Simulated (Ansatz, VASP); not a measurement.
**Ta: VASP beside Ansatz**

The input INCAR:

```
SYSTEM = Ta
PREC     = Accurate       ! precision mode
ENCUT    = 520            ! plane-wave cutoff, eV
EDIFF    = 1E-7           ! SCF threshold, eV
ISMEAR   = 0              ! smearing method
SIGMA    = 0.15           ! smearing width, eV
LREAL    = .FALSE.        ! projectors in reciprocal space
LASPH    = .TRUE.         ! aspherical terms in the spheres
NELM     = 80             ! most SCF steps
ALGO     = Fast           ! electronic algorithm
ISIF     = 2              ! what is computed and relaxed
LWAVE    = .FALSE.        ! write WAVECAR
LCHARG   = .FALSE.        ! write CHGCAR
GGA      = PS             ! functional
NBANDS   = 12             ! bands
```

File KPOINTS:

```
regular mesh
0
G
  22 22 22
  0 0 0
```

File POSCAR:

```
Ta
1.0
   -1.6209192425      1.6209192425      1.7467025757
    1.6209192425     -1.6209192425      1.7467025757
    1.6209192425      1.6209192425     -1.7467025757
Ta
1
Direct
    0.0000000000      0.0000000000      0.0000000000
```

Input for Ansatz:

```yaml
crystal:
  lattice:
    - [-1.6209192425, 1.6209192425, 1.7467025757]
    - [1.6209192425, -1.6209192425, 1.7467025757]
    - [1.6209192425, 1.6209192425, -1.7467025757]
  atoms:
    - { symbol: Ta, position: [0.0, 0.0, 0.0] }
basis:
  ecutwfc: 420
kpoints:
  mp_grid: { grid: [22, 22, 22] }
hamiltonian:
  xc: pbesol
  pseudopotentials: { kind: paw, azcp: { folder: soft_1 } }
scf:
  occupations: { method: gaussian, width: 0.15 }
output:
  forces: true
  stress: true
  eigenvalues: true
```

Alike in both runs: task single point; functional PBEsol; k mesh 22 × 22 × 22; occupations gaussian, width 0.15 eV; no spin polarisation.

```csv
,VASP,Ansatz
version,VASP 6.6.1,Ansatz 0.2.0
potentials or method,"VASP PAW PBE potentials, release 64 (Ta_pv), cutoff 520 eV","scalar-relativistic, plane waves, PAW"
valence electrons in the cell,11,13
```

|  | VASP | Ansatz | Ansatz less VASP |
| --- | --- | --- | --- |
| gap on the k mesh at the Fermi level (eV) | none | none | - |
| pressure (GPa) | -6.8 | -6.9 | -0.10 |
| traceless stress, the component that is largest in VASP (GPa) | -4.92 | -4.91 | +0.008 |

VASP's potentials were made for PBE, not for PBEsol, and Ansatz warns of the same on its side. A gap of «none» marks a metal or a gap that the smearing closes. VASP's potentials hold 11 valence electrons a cell and Ansatz's 13, so a difference there can come from the potentials and not from the codes.

Spin-orbit coupling is off throughout.
